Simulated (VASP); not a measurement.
The system is Ba3O2.

```
CELL_PARAMETERS angstrom
8.43983 0.00000 0.00000
0.00000 8.43983 0.00000
0.00000 0.00000 4.24001
ATOMIC_POSITIONS crystal
Ba 0.00000 0.00000 0.00000
Ba 0.50000 0.50000 0.00000
Ba 0.18000 0.68000 0.50000
Ba 0.32000 0.18000 0.50000
Ba 0.82000 0.32000 0.50000
Ba 0.68000 0.82000 0.50000
O 0.38000 0.88000 0.00000
O 0.12000 0.38000 0.00000
O 0.62000 0.12000 0.00000
O 0.88000 0.62000 0.00000
```

| Item | Value |
| --- | --- |
| Program | VASP 6.6.1 |
| Task | relaxation of cell and atoms |
| Functional | PBE |
| Potentials or basis | VASP PAW PBE potentials, release 64 (Ba_sv, O) |
| Cutoff | 600 eV |
| k mesh | 2 × 2 × 4 |
| Occupations | gaussian, width 0.1 eV |
| Spin | no spin polarisation |

At the start: pressure -5.4 GPa; volume 30.20 Å³/atom.

**Question.** Where does the relaxation end?

**Answer.** Over 24 steps the energy falls by 464.3 meV/atom and the volume is 31.39 Å³/atom (+3.9 %); space group P4/mbm (No. 127, to 0.1 Å) before and after.

The path:
| step | energy change (eV) | largest force (eV/Å) | pressure (GPa) | volume (Å³) |
| --- | --- | --- | --- | --- |
| 1 | 0.0000 | 1.8112 | -5.38 | 302.02 |
| 2 | -1.9770 | 1.6955 | -2.53 | 259.72 |
| 3 | -2.5953 | 1.4109 | 2.78 | 228.56 |
| 4 | -3.3313 | 0.9497 | 2.18 | 232.27 |
| 5 | -3.9938 | 0.5585 | 1.03 | 242.79 |
| 6 | -4.0145 | 0.3625 | 1.09 | 241.30 |
| 7 | -4.1571 | 0.2851 | -0.57 | 251.70 |
| 8 | -4.1574 | 0.2850 | -0.63 | 252.14 |
| 9 | -4.2139 | 0.2155 | 0.36 | 249.24 |
| 10 | -4.2222 | 0.1647 | 1.00 | 247.62 |
| 11 | -4.2607 | 0.1600 | 0.95 | 250.04 |
| 12 | -4.3515 | 0.1343 | 0.95 | 257.37 |
| 13 | -4.4255 | 0.2711 | 1.36 | 272.39 |
| 14 | -4.4835 | 0.2689 | -0.64 | 292.19 |
| 15 | -4.4867 | 0.2270 | -0.30 | 288.31 |
| 16 | -4.5152 | 0.2027 | -0.26 | 291.86 |
| 17 | -4.5441 | 0.1301 | -0.09 | 299.24 |
| 18 | -4.5747 | 0.1044 | -0.06 | 301.17 |
| 19 | -4.6230 | 0.0825 | -0.01 | 306.37 |
| 20 | -4.5780 | 0.1020 | -0.12 | 316.68 |
| 21 | -4.6299 | 0.0845 | -0.02 | 308.92 |
| 22 | -4.6388 | 0.1136 | 0.23 | 310.25 |
| 23 | -4.6388 | 0.1126 | 0.22 | 310.19 |
| 24 | -4.6426 | 0.0189 | -0.17 | 313.88 |

Final structure:
```
CELL_PARAMETERS angstrom
8.29402 0.00000 0.00000
0.00000 8.29402 0.00000
0.00000 0.00000 4.56279
ATOMIC_POSITIONS crystal
Ba 0.00000 0.00000 0.00000
Ba 0.50000 0.50000 0.00000
Ba 0.17159 0.67159 0.50000
Ba 0.32841 0.17159 0.50000
Ba 0.82841 0.32841 0.50000
Ba 0.67159 0.82841 0.50000
O 0.26389 0.76389 0.00000
O 0.23611 0.26389 0.00000
O 0.73611 0.23611 0.00000
O 0.76389 0.73611 0.00000
```

Caveat: the k points lie up to 0.38 Å⁻¹ apart in the final cell.
